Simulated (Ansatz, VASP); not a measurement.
**Two plane-wave programs on Si4IrPd**

```
Si Pd Ir
1.0
     5.79174    0.00046    0.00031
     0.00032    5.76433   -0.00009
    -2.89630   -2.88237    5.69042
Si Pd Ir
8 2 2
Cartesian
  1.4477 1.4633 4.2682
  1.4477 -1.4630 4.2678
  -1.4481 1.4630 4.2676
  -1.4482 -1.4632 4.2681
  1.4227 4.3234 1.4229
  4.3692 1.4414 1.4230
  4.3694 4.3235 1.4226
  1.4225 1.4413 1.4225
  2.8957 0.0002 2.8434
  2.8961 2.8824 0.0020
  0.0000 2.8822 2.8475
  5.7918 0.0004 -0.0019
```

Change from the starting cell: cell x1, atoms moved at random (sigma 0.15 Å) and cell strained at random (1.5 %), then relaxed without symmetry.

Alike in both runs: functional PBE; k mesh 4 × 4 × 4; occupations gaussian, width 0.2 eV; no spin polarisation.

Ansatz relaxed the structure, and its values are those at the end. VASP's run is a single point on that final structure, the one shown.

|  | VASP | Ansatz |
| --- | --- | --- |
| version | VASP 6.6.1 | Ansatz 0.2.0 |
| potentials or method | VASP PAW PBE potentials, release 64 (Si, Pd, Ir), cutoff 520 eV | scalar-relativistic, plane waves, PAW |
| valence electrons in the cell | 70 | 102 |

|  | VASP | Ansatz | Ansatz less VASP |
| --- | --- | --- | --- |
| gap on the k mesh at the Fermi level (eV) | none | none | - |
| pressure (GPa) | 0.0 | 0.0 | -0.02 |
| rms of the force components (eV/Å) | 0.004 | 0.001 | -0.0027 |

A gap of «none» marks a metal or a gap that the smearing closes. VASP's potentials hold 70 valence electrons a cell and Ansatz's 102, so a difference there can come from the potentials and not from the codes.

Spin-orbit coupling is off throughout.
